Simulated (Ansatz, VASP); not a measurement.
# Eu3Si: VASP beside Ansatz

Contents of INCAR:

```
SYSTEM = Eu3Si
  PREC = Accurate
  ENCUT = 520
  EDIFF = 1E-6
  ISMEAR = 0
  SIGMA = 0.05
  LREAL = .False.
  LASPH = .True.
  NELM = 150
  ALGO = Normal
  ISIF = 2
  LWAVE = .False.
  LCHARG = .False.
  ISPIN = 2
  MAGMOM = 7 7 7 0
  LORBIT = 11
  LMAXMIX = 6
  LDAU = .True.
  LDAUTYPE = 2
  LDAUL = 3 -1
  LDAUU = 6 0
  LDAUJ = 0 0
  LDAUPRINT = 1
  GGA = PE
  NBANDS = 40
```

The input KPOINTS:

```
regular mesh
0
Gamma
  8 8 8
  0 0 0
```

File POSCAR:

```
Eu3Si
1.0
    4.8379082843      0.0000000000      0.0000000000
    0.0000000000      4.8379082843      0.0000000000
    0.0000000000      0.0000000000      4.8379082843
Eu Si
3 1
Direct
    0.0000000000      0.5000000000      0.5000000000
    0.5000000000      0.5000000000      0.0000000000
    0.5000000000      0.0000000000      0.5000000000
    0.0000000000      0.0000000000      0.0000000000
```

Input for Ansatz:

```yaml
crystal:
  lattice:
    - [4.8379082843, 0.0, 0.0]
    - [0.0, 4.8379082843, 0.0]
    - [0.0, 0.0, 4.8379082843]
  atoms:
    - { symbol: Eu, position: [0.0, 0.5, 0.5], spin: 7.0 }
    - { symbol: Eu, position: [0.5, 0.5, 0.0], spin: 7.0 }
    - { symbol: Eu, position: [0.5, 0.0, 0.5], spin: 7.0 }
    - { symbol: Si, position: [0.0, 0.0, 0.0] }
basis:
  ecutwfc: 420
  ecutrho_ratio: 4
kpoints:
  mp_grid: { grid: [8, 8, 8] }
hamiltonian:
  xc: pbe
  hubbard: { sites: [{ species: Eu, l: f, u_eff: 6.0 }], double_counting: fll }
scf:
  occupations: { method: gaussian, width: 0.05 }
output:
  forces: true
  stress: true
magnetization:
  spin_polarized: true
```

Alike in both runs: task single point; functional PBE; k mesh 8 × 8 × 8; occupations gaussian, width 0.05 eV; collinear spin; Hubbard terms Eu f U = 6.0 eV.

|  | VASP | Ansatz |
| --- | --- | --- |
| version | VASP 6.6.1 | Ansatz 0.2.0 |
| potentials or method | VASP PAW PBE potentials, release 64 (Eu, Si), cutoff 520 eV | scalar-relativistic, plane waves, PAW |
| valence electrons in the cell | 55 | 55 |

Ansatz gave:

* gap on the k mesh at the Fermi level (eV): none
* pressure (GPa): 3.1
* net moment per atom (μB): 5.47
* size of the moment on the site where the two differ most (μB): 7.10

Q: What did VASP give for the same quantities?

A: gap on the k mesh at the Fermi level (eV): none; pressure (GPa): 2.9; net moment per atom (μB): 5.47; size of the moment on the site where the two differ most (μB): 6.83.

Site moments also hang on the region over which each program counts them. The programs project onto different local orbitals, so the same U acts differently, and such runs can settle in different states. A gap of «none» marks a metal or a gap that the smearing closes. Ansatz's warnings: filled band counts differ across k points, stability check not made.

Neither program's run includes spin-orbit coupling. Noted on VASP's run: too few bands were computed for a metal, which touches its energy and stress.
